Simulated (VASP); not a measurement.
# Ta2AlC2N (Pmmm) in VASP: further runs

Runs on Ta2AlC2N. Level: PBE. Tasks: relaxation of cell and atoms.

Program: VASP 6.6.1. These are calculated values, not measurements. Logs are shortened: lines on timing, memory, paths and dates and some standing lists are left out, and cuts for length are marked.

## (1) The cell of the first run

It takes space group Pmmm (No. 47, orthorhombic). The conventional cell has a = 3.461 Å, b = 3.840 Å, c = 6.608 Å, α = 90.00°, β = 90.00°, γ = 90.00°. Within 3.1 Å of Ta (site symmetry mm2) lie 4 C at 2.38 to 2.55 Å and 4 N at 3.06 Å and 4 Al at 3.08 Å. Al (site symmetry mmm) has 2 C at 1.73 Å within 2.3 Å. Within 2.5 Å of C (site symmetry mmm) lie 2 N at 1.92 Å and 4 Ta at 2.38 Å. C (site symmetry mmm) has 2 Al at 1.73 Å within 2.3 Å. Within 2.5 Å of N (site symmetry mmm) lie 2 C at 1.92 Å.

The cell was generated, and may not be a known phase.

## (2) Relaxation of cell and atoms, PBE

Contents of INCAR:

```
SYSTEM = Ta2AlC2N
PREC = Accurate
ENCUT = 600
EDIFF = 1E-7
ISMEAR = 0
SIGMA = 0.1
LREAL = .FALSE.
LASPH = .TRUE.
NELM = 100
ALGO = Normal
ISIF = 3
LWAVE = .FALSE.
LCHARG = .FALSE.
GGA = PE
IBRION = 2
NSW = 90
EDIFFG = -0.04
```

Contents of KPOINTS:

```
regular mesh
0
G
  6 4 4
  0 0 0
```

Contents of POSCAR:

```
Ta2AlC2N
1.0
    3.4610245000      0.0000000000      0.0000000000
    0.0000000000      3.8401309600      0.0000000000
    0.0000000000      0.0000000000      6.6083355400
Ta Al C N
2 1 2 1
Direct
    0.0000000000      0.0000000000      0.7470539800
    0.0000000000      0.0000000000      0.2529460200
    0.5000000000      0.5000000000      0.0000000000
    0.5000000000      0.0000000000      0.5000000000
    0.0000000000      0.5000000000      0.0000000000
    0.5000000000      0.5000000000      0.5000000000
```

Potentials or basis: VASP PAW PBE potentials, release 64 (Ta_pv, Al, C, N).

The run is started by

```
$ cat potpaw_PBE.64/Ta_pv/POTCAR potpaw_PBE.64/Al/POTCAR potpaw_PBE.64/C/POTCAR potpaw_PBE.64/N/POTCAR > POTCAR
$ mpirun -np 1 vasp_std > vasp.out
```

OUTCAR:

```text
SYSTEM = Ta2AlC2N
   PREC = Accurate
   ENCUT = 600
   EDIFF = 1E-7
   ISMEAR = 0
   LREAL = .FALSE.
   LASPH = .TRUE.
   NELM = 100
   ISIF = 3
   GGA = PE
   IBRION = 2
   NSW = 90
   EDIFFG = -0.04

 ion  position               nearest neighbor table
   1  0.000  0.000  0.747-   4 2.38   4 2.38   5 2.55   5 2.55   3 3.08   3 3.08   3 3.08   3 3.08
                             2 3.27   2 3.34
   2  0.000  0.000  0.253-   4 2.38   4 2.38   5 2.55   5 2.55   3 3.08   3 3.08   3 3.08   3 3.08
                             1 3.27   1 3.34
   3  0.500  0.500  0.000-   5 1.73   5 1.73   1 3.08   1 3.08   2 3.08   1 3.08   2 3.08   2 3.08
                             1 3.08   2 3.08
   4  0.500  0.000  0.500-   6 1.92   6 1.92   1 2.38   2 2.38   1 2.38   2 2.38
   5  0.000  0.500  0.000-   3 1.73   3 1.73   1 2.55   1 2.55   2 2.55   2 2.55
   6  0.500  0.500  0.500-   4 1.92   4 1.92

  LATTYP: Found a simple orthorhombic cell.
 ALAT       =     3.4610245000
 B/A-ratio  =     1.1095359076
 C/A-ratio  =     1.9093582088

  Lattice vectors:

 A1 = (   3.4610245000,   0.0000000000,   0.0000000000)
 A2 = (   0.0000000000,   3.8401309600,   0.0000000000)
 A3 = (   0.0000000000,   0.0000000000,   6.6083355400)

Analysis of symmetry for initial positions (statically):
=====================================================================
 Subroutine PRICEL returns:
 Original cell was already a primitive cell.

 Routine SETGRP: Setting up the symmetry group for a
 simple orthorhombic supercell.

 Subroutine GETGRP returns: Found  8 space group operations
 (whereof  8 operations were pure point group operations)
 out of a pool of  8 trial point group operations.

The static configuration has the point symmetry D_2h.

Analysis of symmetry for dynamics (positions and initial velocities):
=====================================================================
 Subroutine PRICEL returns:
 Original cell was already a primitive cell.

 Routine SETGRP: Setting up the symmetry group for a
 simple orthorhombic supercell.

 Subroutine GETGRP returns: Found  8 space group operations
 (whereof  8 operations were pure point group operations)
 out of a pool of  8 trial point group operations.

The dynamic configuration has the point symmetry D_2h.

 Subroutine INISYM returns: Found  8 space group operations
 (whereof  8 operations are pure point group operations),
 and found     1 'primitive' translations

----------------------------------------------------------------------------------------

                                     Primitive cell

  volume of cell :      87.8300

  direct lattice vectors                    reciprocal lattice vectors
     3.461024500  0.000000000  0.000000000     0.288931789  0.000000000  0.000000000
     0.000000000  3.840130960  0.000000000     0.000000000  0.260407786  0.000000000
     0.000000000  0.000000000  6.608335540     0.000000000  0.000000000  0.151324035

  length of vectors
     3.461024500  3.840130960  6.608335540     0.288931789  0.260407786  0.151324035

  position of ions in fractional coordinates (direct lattice)
     0.000000000  0.000000000  0.747053980
     0.000000000  0.000000000  0.252946020
     0.500000000  0.500000000  0.000000000
     0.500000000  0.000000000  0.500000000
     0.000000000  0.500000000  0.000000000
     0.500000000  0.500000000  0.500000000

  ion indices of the primitive-cell ions
   primitive index   ion index
                 1           1
                 2           2
                 3           3
                 4           4
                 5           5
                 6           6

----------------------------------------------------------------------------------------

 KPOINTS: regular mesh

Automatic generation of k-mesh.
 Grid dimensions read from file:
 generate k-points for:    6    4    4

 Generating k-lattice:

  Cartesian coordinates                     Fractional coordinates (reciprocal lattice)
     0.048155298  0.000000000  0.000000000     0.166666667  0.000000000  0.000000000
     0.000000000  0.065101946  0.000000000     0.000000000  0.250000000  0.000000000
     0.000000000  0.000000000  0.037831009     0.000000000  0.000000000  0.250000000

  Length of vectors
     0.048155298  0.065101946  0.037831009

  Shift w.r.t. Gamma in fractional coordinates (k-lattice)
     0.000000000  0.000000000  0.000000000

 Subroutine IBZKPT returns following result:
 ===========================================

 Found     36 irreducible k-points:

 Following reciprocal coordinates:
            Coordinates               Weight
  0.000000  0.000000  0.000000      1.000000
  0.166667  0.000000  0.000000      2.000000
  0.333333  0.000000  0.000000      2.000000
  0.500000  0.000000  0.000000      1.000000
  0.000000  0.250000  0.000000      2.000000
  0.166667  0.250000  0.000000      4.000000
[... 16 lines left out ...]
  0.333333  0.500000  0.250000      4.000000
  0.500000  0.500000  0.250000      2.000000
 [... further k-points ...]
   k-points           NKPTS =     36   k-points in BZ     NKDIM =     36   number of bands    NBANDS=     23
   number of dos      NEDOS =    301   number of ions     NIONS =      6
   total plane-waves  NPLWV =  48384
   dimension x,y,z NGX =    28 NGY =   32 NGZ =   54
   dimension x,y,z NGXF=    56 NGYF=   64 NGZF=  108
   ions per type =               2   1   2   1
   NGX,Y,Z   is equivalent  to a cutoff of  13.45, 13.85, 13.58 a.u.
   NGXF,Y,Z  is equivalent  to a cutoff of  26.90, 27.71, 27.17 a.u.
 SYSTEM =  Ta2AlC2N
   PREC   = accura    normal or accurate (medium, high low for compatibility)
   ISTART =      0    job   : 0-new  1-cont  2-samecut
   ICHARG =      2    charge: 1-file 2-atom 10-const
   ISPIN  =      1    spin polarized calculation?
   LNONCOLLINEAR =      F non collinear calculations
   LSORBIT =      F    spin-orbit coupling
   LASPH  =      T    aspherical Exc in radial PAW
   ENCUT  =  600.0 eV  44.10 Ry    6.64 a.u.   6.91  7.67 13.20*2*pi/ulx,y,z
   NELM   =    100;   NELMIN=  2; NELMDL= -5     # of ELM steps
   EDIFF  = 0.1E-06   stopping-criterion for ELM
   LREAL  =      F    real-space projection
   EDIFFG = -.4E-01   stopping-criterion for IOM
   NSW    =     90    number of steps for IOM
   IBRION =      2    ionic relax: 0-MD 1-quasi-New 2-CG
   NFREE  =      1    steps in history (QN), initial steepest desc. (CG)
   ISIF   =      3    stress and relaxation
   ISYM   =      2    0-nonsym 1-usesym 2-fastsym
   POTIM  = 0.5000    time-step for ionic-motion
   TEBEG  =    0.0;   TEEND  =   0.0 temperature during run
   PSTRESS=    0.0 pullay stress
   NELECT =      38.0000    total number of electrons
   NUPDOWN=      -1.0000    fix difference up-down
   EMIN   =  10.00;   EMAX   =-10.00  energy-range for DOS
   EFERMI =   0.00;   METHOD = LEGACY
   ISMEAR =     0;   SIGMA  =   0.10  broadening in eV -4-tet -1-fermi 0-gaus
   EFERMI_NEDOS =   21; number of points for ismear=-14 and -15
   IALGO  =     38    algorithm
   IMIX   =      4    mixing-type and parameters
     AMIX     =   0.40;   BMIX     =  1.00
     AMIX_MAG =   1.60;   BMIX_MAG =  1.00
  volume/ion in A,a.u.               =      14.64        98.78
  Fermi-wavevector in a.u.,A,eV,Ry     =   1.238193  2.339846 20.859398  1.533123
  Thomas-Fermi vector in A             =   2.372729
   LORBIT       =      0    0 simple, 1 ext, 2 COOP (PROOUT), +10 PAW based schemes
   GGA     = PE    functional components
   LHFCALC =     F    Hartree Fock is set to
   AEXX    =    0.0000 exact exchange contribution
   IVDW    =     0    specifies the selected vdW correction
   LEPSILON=     F    determine dielectric tensor
   LRPA    =     F    only Hartree local field effects (RPA)
 conjugate gradient relaxation of ions
 non-spin polarized calculation
 Gauss-broadening in eV      SIGMA  =   0.10
  energy-cutoff  :      600.00
  volume of cell :       87.83
 maximum number of plane-waves:      2954
 NGX is ok and might be reduce to    28
   NGX = 13   NGY = 15   NGZ = 27

--------------------------------------- Ionic step        1  -------------------------------------------

 number of electron      38.0000000 magnetization

 Free energy of the ion-electron system (eV)
  ---------------------------------------------------
  ext. energy  EPLUGINS =         0.00000000
  ---------------------------------------------------
  free energy    TOTEN  =       -46.59494600 eV

  energy without entropy =      -46.56299536  energy(sigma->0) =      -46.57897068

------------------------ aborting loop because EDIFF is reached ----------------------------------------

  FORCE on cell =-STRESS in cart. coord.  units (eV):
  Direction    XX          YY          ZZ          XY          YZ          ZX
  --------------------------------------------------------------------------------------
  -------------------------------------------------------------------------------------
  Total       -0.8268298    -15.6236490    -19.0425796     -0.0000000      0.0000000      0.0000000
  in kB      -15.0828663   -285.0035442   -347.3710061     -0.0000000      0.0000000      0.0000000
  external PRESSURE =    -215.8191389 kB  Pullay stress =       0.0000000 kB
[... 101 lines left out ...]
  FREE ENERGIE OF THE ION-ELECTRON SYSTEM (eV)
  ---------------------------------------------------
  free  energy   TOTEN  =       -48.7049199548 eV

  energy  without entropy=      -48.6825169515  energy(sigma->0) =      -48.69371845

[... ionic steps 4 to 16 ...]

--------------------------------------- Ionic step       17  -------------------------------------------

 number of electron      37.9999999 magnetization

------------------------ aborting loop because EDIFF is reached ----------------------------------------

  FORCE on cell =-STRESS in cart. coord.  units (eV):
  Direction    XX          YY          ZZ          XY          YZ          ZX
  --------------------------------------------------------------------------------------
  -------------------------------------------------------------------------------------
  Total        0.0840692     -0.0844434      0.2571878     -0.0000000      0.0000000      0.0000000
  in kB        1.8897250     -1.8981375      5.7811239     -0.0000000      0.0000000      0.0000000
  external PRESSURE =       1.9242371 kB  Pullay stress =       0.0000000 kB
[... 65 lines left out ...]
  energy  without entropy=      -49.1001487879  energy(sigma->0) =      -49.10833212

--------------------------------------- Ionic step       19  -------------------------------------------

 number of electron      37.9999999 magnetization

 Free energy of the ion-electron system (eV)
  ---------------------------------------------------
  ext. energy  EPLUGINS =         0.00000000
  ---------------------------------------------------
  free energy    TOTEN  =       -49.11673584 eV

  energy without entropy =      -49.10038549  energy(sigma->0) =      -49.10856067

 E-fermi :   7.7343     XC(G=0): -12.1124

 val. band max:        7.7132850230   @ k =   0.3333   0.5000   0.0000
 cond. band min:       7.7445455928   @ k =   0.3333   0.5000   0.2500
 fundamental gap:      0.0312605699
 Fermi energy:         7.7342743171

 k-point     1 :       0.0000    0.0000    0.0000
  band No.  band energies     occupation
      1     -27.9302      2.00000
      2     -27.6118      2.00000
      3     -27.5958      2.00000
      4     -27.5482      2.00000
      5     -27.5397      2.00000
      6     -27.4023      2.00000
[... 613 lines left out ...]
     22       9.9058      0.00000
     23      10.1281      0.00000

 [... further k-points ...]
[... 5 lines left out ...]
  --------------------------------------------------------------------------------------
  -------------------------------------------------------------------------------------
  Total        0.0882419     -0.1000259      0.1576263     -0.0000000      0.0000000      0.0000000
  in kB        1.9827179     -2.2474932      3.5417252     -0.0000000      0.0000000      0.0000000
  external PRESSURE =       1.0923166 kB  Pullay stress =       0.0000000 kB
[... 21 lines left out ...]
  FREE ENERGIE OF THE ION-ELECTRON SYSTEM (eV)
  ---------------------------------------------------
  free  energy   TOTEN  =       -49.1167358444 eV

  energy  without entropy=      -49.1003854883  energy(sigma->0) =      -49.10856067

 reached required accuracy - stopping structural energy minimisation
```

Wall time 15 min (1 thread of Intel Xeon Platinum 8488C (Sapphire Rapids), shared host); peak memory 0.29 GiB.

What came out:

```yaml
Free_energy: -49.1167 eV
Relaxed_volume: 11.88 Å³/atom
Relaxed_cell: a = 3.649 Å, b = 3.211 Å, c = 6.085 Å, α = 90.00°, β = 90.00°, γ = 90.00°
Space_group_after_relaxing_to_0.1_Å: Pmmm (No. 47)
Energy_gained_by_relaxing: 420.3 meV/atom
Ionic_steps: 19
Pressure_after_relaxing: 0.1 GPa
Largest_force_after_relaxing: 0.010 eV/Å
Band_gap_on_the_k_mesh: zero (bands 19 and 20 overlap by 1.38 eV)
```

Forces in eV/Å, atoms in the order of the input:
```
Ta   0.000  0.000 -0.010
Ta   0.000  0.000  0.010
Al   0.000  0.000  0.000
C    0.000  0.000  0.000
C    0.000  0.000  0.000
N    0.000  0.000  0.000
```

Step by step:
```csv
step,energy change (eV),largest force (eV/Å),pressure (GPa),volume (Å³)
1,0.0000,1.0657,-21.58,87.83
2,-1.6703,1.0748,29.24,64.61
3,-2.1100,0.3080,6.56,70.60
4,-2.3672,0.0537,-1.97,72.18
5,-2.3798,0.0723,-0.86,71.90
6,-2.4125,0.1225,0.31,71.39
7,-2.4591,0.7032,5.15,69.76
8,-2.4615,0.5705,3.87,70.15
9,-2.4738,0.5567,3.57,70.23
10,-2.4970,0.5223,2.79,70.45
11,-2.4557,0.3864,1.72,70.83
12,-2.4994,0.5040,2.54,70.53
13,-2.5079,0.4091,1.69,70.79
14,-2.5187,0.1627,-0.61,71.54
15,-2.5187,0.1494,-0.74,71.58
16,-2.5203,0.1090,-0.43,71.48
17,-2.5216,0.0308,0.19,71.28
18,-2.5216,0.0227,0.26,71.26
19,-2.5218,0.0097,0.11,71.31
```

Final structure:
```
Ta Al C N
1.0
     3.64916    0.00000    0.00000
     0.00000    3.21141    0.00000
     0.00000    0.00000    6.08465
Ta Al C N
2 1 2 1
Cartesian
  0.0000 0.0000 4.5049
  0.0000 0.0000 1.5798
  1.8246 1.6057 0.0000
  1.8246 0.0000 3.0423
  0.0000 1.6057 0.0000
  1.8246 1.6057 3.0423
```

Levels at points of the mesh, in eV from the Fermi level:
```
           k point  band 16  band 17  band 18  band 19  band 20  band 21  band 22  band 23
(0.00, 0.00, 0.00)    -4.03    -2.31    -0.79    -0.73     0.63     1.13     1.39     1.86
(0.50, 0.00, 0.00)    -3.34    -1.44     0.40     0.44     0.62     0.67     1.82     2.14
(0.00, 0.50, 0.00)    -3.64    -2.67    -0.83    -0.57     0.92     1.58     1.89     1.90
(0.50, 0.50, 0.00)    -3.69    -3.32     0.25     0.73     1.04     1.45     2.28     2.32
(0.00, 0.00, 0.50)    -3.46    -2.43    -1.04     0.10     0.94     1.22     1.24     1.45
(0.50, 0.00, 0.50)    -2.20    -1.72    -0.80    -0.05     0.48     0.71     0.95     1.49
(0.00, 0.50, 0.50)    -4.34    -1.48    -0.35    -0.14    -0.05     0.69     0.97     1.37
(0.50, 0.50, 0.50)    -3.90    -3.32    -2.57     0.24     1.19     2.03     2.30     2.36
```

Caveat: the k points lie up to 0.49 Å⁻¹ apart in the final cell, too coarse for converged energies and pressures of a metal; the volume moved by over 15 % at a fixed basis, so the end points are rough; spin-orbit coupling is left out, which moves the levels of the heavy elements.

(Part 1 of 2 ends here.)

The gap in the log of VASP goes by the Fermi energy; the results here count the filled bands.